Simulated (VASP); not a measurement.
# Cu (I4/mmm) in VASP: single point with r2SCAN

Aim: the single point of Cu with r2SCAN.

Everything below comes from runs of VASP 6.6.1. Logs are shortened: lines on timing, memory, paths and dates and some standing lists are left out, and cuts for length are marked.

## 1. The cell of the first run

The structure is tetragonal, space group I4/mmm (No. 139). The conventional cell has a = 2.377 Å, b = 2.377 Å, c = 3.864 Å, α = 90.00°, β = 90.00°, γ = 90.00°. Within 3.1 Å of Cu (site symmetry 4/mmm) lie 12 Cu at 2.38 to 2.56 Å.

## 2. Single point, r2SCAN (biaxial strain in the a-b plane: -6.0 %, then relaxed in part)

File POSCAR:

```
Cu
1.0
    1.6810312496      1.6810312496      0.0000000000
   -1.6810312496      1.6810312496      0.0000000000
    0.0000000000      0.0000000000      3.8641244623
Cu
2
Direct
    0.0000000000      0.0000000000      0.0000000000
    0.5000000000      0.5000000000      0.5000000000
```

File INCAR.step1:

```
SYSTEM = Cu
PREC = Accurate
ENCUT = 520
ISMEAR = 0
SIGMA = 0.1
LREAL = .False.
LASPH = .True.
NELM = 60
NBANDS = 18
GGA = PE
ALGO = Normal
EDIFF = 1E-4
LWAVE = .True.
LCHARG = .False.
```

File INCAR.step2:

```
SYSTEM = Cu
PREC = Accurate
ENCUT = 520
EDIFF = 1E-7
ISMEAR = 0
SIGMA = 0.1
LREAL = .False.
LASPH = .True.
NELM = 60
ALGO = Normal
ISIF = 2
LWAVE = .False.
LCHARG = .False.
METAGGA = R2SCAN
LMIXTAU = .True.
NBANDS = 18
ISTART = 1
```

File KPOINTS:

```
regular mesh
0
Gamma
  20 20 14
  0 0 0
```

Potentials or basis: VASP PAW PBE potentials, release 64 (Cu).

The run is started by

```sh
cat potpaw_PBE.64/Cu/POTCAR > POTCAR
cp INCAR.step1 INCAR
mpirun -np 1 vasp_std > vasp.out
cp INCAR.step2 INCAR
mpirun -np 1 vasp_std > vasp.out
```

OUTCAR:

```text
SYSTEM = Cu
   PREC = Accurate
   ENCUT = 520
   EDIFF = 1E-7
   ISMEAR = 0
   LREAL = .False.
   LASPH = .True.
   NELM = 60
   ISIF = 2
   METAGGA = R2SCAN
   ISTART = 1

 ion  position               nearest neighbor table
   1  0.000  0.000  0.000-   2 2.56   2 2.56   2 2.56   2 2.56   2 2.56   2 2.56   2 2.56   2 2.56

   2  0.500  0.500  0.500-   1 2.56   1 2.56   1 2.56   1 2.56   1 2.56   1 2.56   1 2.56   1 2.56

  LATTYP: Found a simple tetragonal cell.
 ALAT       =     2.3773371920
 C/A-ratio  =     1.6254002484

  Lattice vectors:

 A1 = (   1.6810312496,   1.6810312496,   0.0000000000)
 A2 = (  -1.6810312496,   1.6810312496,   0.0000000000)
 A3 = (   0.0000000000,   0.0000000000,   3.8641244623)

Analysis of symmetry for initial positions (statically):
=====================================================================
 Subroutine PRICEL returns following result:

  LATTYP: Found a body centered tetragonal cell.
 ALAT       =     2.3773371920
 C/A-ratio  =     1.6254002484

  Lattice vectors:

 A1 = (   1.6810312496,   0.0000000000,  -1.9320622312)
 A2 = (  -1.6810312496,   0.0000000000,  -1.9320622311)
 A3 = (   0.0000000000,   1.6810312496,   1.9320622311)

   2 primitive cells build up your supercell.

 Routine SETGRP: Setting up the symmetry group for a
 simple tetragonal supercell.

 Subroutine GETGRP returns: Found 16 space group operations
 (whereof 16 operations were pure point group operations)
 out of a pool of 16 trial point group operations.

The static configuration has the point symmetry D_4h.

Analysis of symmetry for dynamics (positions and initial velocities):
=====================================================================
 Subroutine PRICEL returns following result:

  LATTYP: Found a body centered tetragonal cell.
 ALAT       =     2.3773371920
 C/A-ratio  =     1.6254002484

  Lattice vectors:

 A1 = (   1.6810312496,   0.0000000000,  -1.9320622312)
 A2 = (  -1.6810312496,   0.0000000000,  -1.9320622311)
 A3 = (   0.0000000000,   1.6810312496,   1.9320622311)

   2 primitive cells build up your supercell.

 Routine SETGRP: Setting up the symmetry group for a
 simple tetragonal supercell.

 Subroutine GETGRP returns: Found 16 space group operations
 (whereof 16 operations were pure point group operations)
 out of a pool of 16 trial point group operations.

The dynamic configuration has the point symmetry D_4h.

 Subroutine INISYM returns: Found 16 space group operations
 (whereof 16 operations are pure point group operations),
 and found     2 'primitive' translations

----------------------------------------------------------------------------------------

                                     Primitive cell

  volume of cell :      10.9195

  direct lattice vectors                    reciprocal lattice vectors
     1.681031250  0.000000000 -1.932062231     0.297436469  0.297436469 -0.258790836
    -1.681031250  0.000000000 -1.932062231    -0.297436469  0.297436469 -0.258790836
     0.000000000  1.681031250  1.932062231     0.000000000  0.594872939  0.000000000

  length of vectors
     2.561001860  2.561001860  2.561001860     0.493872052  0.493872052  0.594872939

  position of ions in fractional coordinates (direct lattice)
     0.000000000  0.000000000  0.000000000

  ion indices of the primitive-cell ions
   primitive index   ion index
                 1           1

----------------------------------------------------------------------------------------

 KPOINTS: regular mesh

Automatic generation of k-mesh.
 Grid dimensions read from file:
 generate k-points for:   20   20   14

 Generating k-lattice:

  Cartesian coordinates                     Fractional coordinates (reciprocal lattice)
     0.014871823  0.014871823  0.000000000     0.050000000  0.000000000  0.000000000
    -0.014871823  0.014871823  0.000000000     0.000000000  0.050000000  0.000000000
     0.000000000  0.000000000  0.018485060     0.000000000  0.000000000  0.071428571

  Length of vectors
     0.021031934  0.021031934  0.018485060

  Shift w.r.t. Gamma in fractional coordinates (k-lattice)
     0.000000000  0.000000000  0.000000000

 Subroutine IBZKPT returns following result:
 ===========================================

 Found    528 irreducible k-points:

 Following reciprocal coordinates:
            Coordinates               Weight
  0.000000  0.000000  0.000000      1.000000
  0.050000  0.000000  0.000000      4.000000
  0.100000  0.000000  0.000000      4.000000
  0.150000  0.000000  0.000000      4.000000
  0.200000  0.000000  0.000000      4.000000
  0.250000  0.000000  0.000000      4.000000
[... 16 lines left out ...]
  0.150000  0.100000  0.000000      8.000000
  0.200000  0.100000  0.000000      8.000000
 [... further k-points ...]
   k-points           NKPTS =    528   k-points in BZ     NKDIM =    528   number of bands    NBANDS=     18
   number of dos      NEDOS =    301   number of ions     NIONS =      2
   total plane-waves  NPLWV =   9720
   dimension x,y,z NGX =    18 NGY =   18 NGZ =   30
   dimension x,y,z NGXF=    36 NGYF=   36 NGZF=   60
   ions per type =               2
   NGX,Y,Z   is equivalent  to a cutoff of  12.59, 12.59, 12.91 a.u.
   NGXF,Y,Z  is equivalent  to a cutoff of  25.17, 25.17, 25.81 a.u.
 SYSTEM =  Cu
   PREC   = accura    normal or accurate (medium, high low for compatibility)
   ISTART =      1    job   : 0-new  1-cont  2-samecut
   ICHARG =      0    charge: 1-file 2-atom 10-const
   ISPIN  =      1    spin polarized calculation?
   LNONCOLLINEAR =      F non collinear calculations
   LSORBIT =      F    spin-orbit coupling
   LASPH  =      T    aspherical Exc in radial PAW
   ENCUT  =  520.0 eV  38.22 Ry    6.18 a.u.   4.42  4.42  7.18*2*pi/ulx,y,z
   NELM   =     60;   NELMIN=  2; NELMDL=  0     # of ELM steps
   EDIFF  = 0.1E-06   stopping-criterion for ELM
   LREAL  =      F    real-space projection
   EDIFFG = 0.1E-05   stopping-criterion for IOM
   NSW    =      0    number of steps for IOM
   IBRION =     -1    ionic relax: 0-MD 1-quasi-New 2-CG
   NFREE  =      0    steps in history (QN), initial steepest desc. (CG)
   ISIF   =      2    stress and relaxation
   ISYM   =      2    0-nonsym 1-usesym 2-fastsym
   POTIM  = 0.5000    time-step for ionic-motion
   TEBEG  =    0.0;   TEEND  =   0.0 temperature during run
   PSTRESS=    0.0 pullay stress
   NELECT =      22.0000    total number of electrons
   NUPDOWN=      -1.0000    fix difference up-down
   EMIN   =  10.00;   EMAX   =-10.00  energy-range for DOS
   EFERMI =   0.00;   METHOD = LEGACY
   ISMEAR =     0;   SIGMA  =   0.10  broadening in eV -4-tet -1-fermi 0-gaus
   EFERMI_NEDOS =   21; number of points for ismear=-14 and -15
   IALGO  =     38    algorithm
   IMIX   =      4    mixing-type and parameters
     AMIX     =   0.40;   BMIX     =  1.00
     AMIX_MAG =   1.60;   BMIX_MAG =  1.00
  volume/ion in A,a.u.               =      10.92        73.69
  Fermi-wavevector in a.u.,A,eV,Ry     =   1.641112  3.101252 36.643862  2.693248
  Thomas-Fermi vector in A             =   2.731637
   LORBIT       =      0    0 simple, 1 ext, 2 COOP (PROOUT), +10 PAW based schemes
   METAGGA = R2SCAN    functional components
   LHFCALC =     F    Hartree Fock is set to
   AEXX    =    0.0000 exact exchange contribution
   IVDW    =     0    specifies the selected vdW correction
   LEPSILON=     F    determine dielectric tensor
   LRPA    =     F    only Hartree local field effects (RPA)
 non-spin polarized calculation
 Gauss-broadening in eV      SIGMA  =   0.10
  energy-cutoff  :      520.00
  volume of cell :       21.84
 maximum number of plane-waves:       611
 NGX is ok and might be reduce to    18
   NGX =  9   NGY =  9   NGZ = 15

 number of electron      22.0000034 magnetization

 Free energy of the ion-electron system (eV)
  ---------------------------------------------------
  ext. energy  EPLUGINS =         0.00000000
  ---------------------------------------------------
  free energy    TOTEN  =       -21.53948470 eV

  energy without entropy =      -21.53628153  energy(sigma->0) =      -21.53788312

 E-fermi :   8.4139     XC(G=0): -14.2776

 val. band max:        8.4069680234   @ k =   0.2500   0.0500   0.2857
 cond. band min:       8.4161486409   @ k =   0.3500   0.1500   0.4286
 fundamental gap:      0.0091806175
 Fermi energy:         8.4138528158

 k-point     1 :       0.0000    0.0000    0.0000
  band No.  band energies     occupation
      1      -1.8955      2.00000
      2       2.7071      2.00000
      3       3.3936      2.00000
      4       4.4777      2.00000
      5       5.3165      2.00000
      6       5.3165      2.00000
[... 10 lines left out ...]
     17      32.8486      0.00000
     18      33.1487      0.00000

 k-point     2 :       0.0500    0.0000    0.0000
  band No.  band energies     occupation
      1      -1.8219      2.00000
      2       2.7477      2.00000
      3       3.4164      2.00000
      4       4.5004      2.00000
      5       5.2893      2.00000
      6       5.3274      2.00000
[... 10 lines left out ...]
     17      32.4949      0.00000
     18      33.7049      0.00000

 k-point     3 :       0.1000    0.0000    0.0000
  band No.  band energies     occupation
      1      -1.6029      2.00000
      2       2.8636      2.00000
      3       3.4846      2.00000
      4       4.5640      2.00000
      5       5.2107      2.00000
      6       5.3599      2.00000
[... 10 lines left out ...]
     17      31.2961      0.00000
     18      33.2679      0.00000

 k-point     4 :       0.1500    0.0000    0.0000
  band No.  band energies     occupation
      1      -1.2430      2.00000
      2       3.0386      2.00000
      3       3.5975      2.00000
      4       4.6536      2.00000
      5       5.0881      2.00000
      6       5.4127      2.00000
[... 10 lines left out ...]
     17      31.1000      0.00000
     18      31.1075      0.00000

 k-point     5 :       0.2000    0.0000    0.0000
  band No.  band energies     occupation
      1      -0.7508      2.00000
      2       3.2466      2.00000
      3       3.7521      2.00000
      4       4.7443      2.00000
      5       4.9334      2.00000
      6       5.1289      2.00000
[... 10 lines left out ...]
     17      28.9912      0.00000
     18      31.3730      0.00000

 k-point     6 :       0.2500    0.0000    0.0000
  band No.  band energies     occupation
      1      -0.1399      2.00000
      2       3.4585      2.00000
      3       3.9369      2.00000
      4       4.7604      2.00000
      5       4.7917      2.00000
      6       4.8086      2.00000
[... 10 lines left out ...]
     17      27.7785      0.00000
     18      31.6535      0.00000

 k-point     7 :       0.3000    0.0000    0.0000
  band No.  band energies     occupation
      1       0.5684      2.00000
      2       3.6515      2.00000
      3       4.1242      2.00000
      4       4.5231      2.00000
      5       4.5844      2.00000
      6       4.8314      2.00000
[... 10 lines left out ...]
     17      28.7779      0.00000
     18      31.9843      0.00000

 k-point     8 :       0.3500    0.0000    0.0000
  band No.  band energies     occupation
      1       1.3408      2.00000
      2       3.8044      2.00000
      3       4.2776      2.00000
      4       4.3240      2.00000
      5       4.4201      2.00000
      6       4.8128      2.00000
[... 10 lines left out ...]
     17      29.9145      0.00000
     18      32.3910      0.00000
[... 229 lines left out ...]
     17      29.4964      0.00000
     18      34.3385      0.00000

 k-point    20 :       0.4500    0.0500    0.0000
  band No.  band energies     occupation
      1       2.8855      2.00000
      2       3.8099      2.00000
      3       4.1103      2.00000
      4       4.1639      2.00000
      5       4.4282      2.00000
      6       4.6622      2.00000
[... 10 lines left out ...]
     17      30.6297      0.00000
     18      33.0701      0.00000

 k-point    21 :       0.5000    0.0500    0.0000
  band No.  band energies     occupation
      1       3.4521      2.00000
      2       3.4521      2.00000
      3       4.1096      2.00000
      4       4.1096      2.00000
      5       4.5461      2.00000
      6       4.5461      2.00000
[... 10 lines left out ...]
     17      31.8250      0.00000
     18      31.8250      0.00000

 k-point    22 :       0.1000    0.1000    0.0000
  band No.  band energies     occupation
      1      -1.3136      2.00000
      2       3.0133      2.00000
      3       3.5770      2.00000
      4       4.6608      2.00000
      5       5.1266      2.00000
      6       5.3842      2.00000
[... 10 lines left out ...]
     17      32.4697      0.00000
     18      32.9761      0.00000

 k-point    23 :       0.1500    0.1000    0.0000
  band No.  band energies     occupation
      1      -0.9583      2.00000
      2       3.1792      2.00000
      3       3.6912      2.00000
      4       4.7633      2.00000
      5       5.0124      2.00000
      6       5.2521      2.00000
[... 10 lines left out ...]
     17      31.2124      0.00000
     18      32.2242      0.00000

 k-point    24 :       0.2000    0.1000    0.0000
  band No.  band energies     occupation
      1      -0.4738      2.00000
      2       3.3754      2.00000
      3       3.8438      2.00000
      4       4.8626      2.00000
      5       4.8661      2.00000
      6       4.9260      2.00000
[... 10 lines left out ...]
     17      29.1554      0.00000
     18      32.6056      0.00000

 [... further k-points ...]

------------------------ aborting loop because EDIFF is reached ----------------------------------------

  FORCE on cell =-STRESS in cart. coord.  units (eV):
  Direction    XX          YY          ZZ          XY          YZ          ZX
  --------------------------------------------------------------------------------------
  -------------------------------------------------------------------------------------
  Total        2.0877328      2.0877328      0.1142562      0.0000000      0.0000000      0.0000000
  in kB      153.1626312    153.1626312      8.3821970      0.0000000      0.0000000      0.0000000
  external PRESSURE =     104.9024865 kB  Pullay stress =       0.0000000 kB

 VOLUME and BASIS-vectors are now :
 -----------------------------------------------------------------------------
  energy-cutoff  :      520.00
  volume of cell :       21.84
      direct lattice vectors                 reciprocal lattice vectors
     1.681031250  1.681031250  0.000000000     0.297436469  0.297436469  0.000000000
    -1.681031250  1.681031250  0.000000000    -0.297436469  0.297436469  0.000000000
     0.000000000  0.000000000  3.864124462     0.000000000  0.000000000  0.258790836

 POSITION                                       TOTAL-FORCE (eV/Angst)
 -----------------------------------------------------------------------------------
      0.00000      0.00000      0.00000         0.000000      0.000000      0.000000
      0.00000      1.68103      1.93206        -0.000000     -0.000000     -0.000000
 -----------------------------------------------------------------------------------
    total drift:                                0.000000     -0.000000     -0.000000

  FREE ENERGIE OF THE ION-ELECTRON SYSTEM (eV)
  ---------------------------------------------------
  free  energy   TOTEN  =       -21.5394846973 eV

  energy  without entropy=      -21.5362815329  energy(sigma->0) =      -21.53788312
```

It took 6.2 min on 1 thread of Intel Xeon 6975P-C (Granite Rapids), shared host; peak memory 0.28 GiB.

What came out:

```yaml
Free_energy: -21.5395 eV
Pressure: 10.5 GPa
Band_gap_on_the_k_mesh: zero (bands 11 and 12 overlap by 9.02 eV)
```

Caveat: the cell differs from its parent crystal (biaxial strain in the a-b plane: -6.0 %, then relaxed in part); the stress differs along the axes, from 1 to 15 GPa; the PAW data sets were made with another functional, which shifts forces and pressure a little.
